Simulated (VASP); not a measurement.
A run of VASP 6.6.1 is set up as follows.

Contents of INCAR:

```
SYSTEM = H15C2NO6
PREC     = Accurate       ! precision mode
ENCUT    = 520            ! plane-wave cutoff, eV
EDIFF    = 1E-6           ! SCF threshold, eV
ISMEAR   = -1             ! smearing method
SIGMA    = 0.02           ! smearing width, eV
LREAL    = Auto         
LASPH    = .True.         ! aspherical terms in the spheres
NELM     = 80             ! most SCF steps
ALGO     = Normal         ! electronic algorithm
ISIF     = 2              ! what is computed and relaxed
LWAVE    = .False.        ! write WAVECAR
LCHARG   = .True.         ! write CHGCAR
GGA      = PE             ! functional
IVDW     = 12             ! dispersion correction
LELF     = .True.         ! ELF
LVHAR    = .True.       
NBANDS   = 50             ! bands
```

Contents of KPOINTS:

```
regular mesh
0
Gamma
  1 1 1
  0 0 0
```

The input POSCAR:

```
H15C2NO6
1.0
    5.9776950000      0.0000000000      0.0000000000
    0.0000000000      5.9776950000      0.0000000000
    0.0000000000      0.0000000000      5.9776950000
O H C N
6 15 2 1
Direct
    0.2239659267      0.5941922430      0.9762625895
    0.5347713458      0.2629107039      0.4305338429
    0.9290537573      0.3019558542     -0.0223162942
   -0.0519263696      0.3759141274      0.4715362694
    0.6090809250      0.5690320433      0.8064981569
    0.4628205353      1.0778736620      0.0780401141
    0.3943660558      0.6078931762      0.9292210459
    0.2216406157      0.6835577928      1.1174039492
    0.6172613357      0.3261792380      0.2998982049
    0.6285365848      0.3239375713      0.5466822914
    1.0690742836      0.3826893142     -0.0285561575
    0.9365650138      0.1295649912      0.0111414182
   -0.1185072172      0.3001324089      0.3409340891
    0.0039145523      0.5007615812      0.4125670513
    0.6868533774      0.6875559894      0.8883189925
    0.6747249567      0.4772742671      0.9316801878
    0.3096176704      1.1114150187      0.0468742550
    0.4658651872      1.0752806893      0.2263079665
    0.2397412381      1.0578324923      0.6431074185
    0.1285779887      0.7662819866      0.6962549946
    0.3901001975      0.7710497106      0.5372137588
    0.2189138121      0.8710380841      0.5691658741
    0.0759155494      0.8798709201      0.3788918638
   -0.0699600766      0.8965997763      0.2509495717
```

Potentials or basis: VASP PAW PBE potentials, release 64 (O, H, C, N).

The run is started by

```console
$ cat potpaw_PBE.64/O/POTCAR potpaw_PBE.64/H/POTCAR potpaw_PBE.64/C/POTCAR potpaw_PBE.64/N/POTCAR > POTCAR
$ mpirun -np 1 vasp_gam > vasp.out
```

Q: Estimate the largest force.

A: 6.474 eV/Å.

Q: Estimate the pressure.

A: 3.7 GPa.

Stress tensor (GPa, compression positive):
```
 3.51  2.59  0.88
 2.59  1.10 -1.87
 0.88 -1.87  6.44
```

Caveat: the k points lie up to 1.05 Å⁻¹ apart.
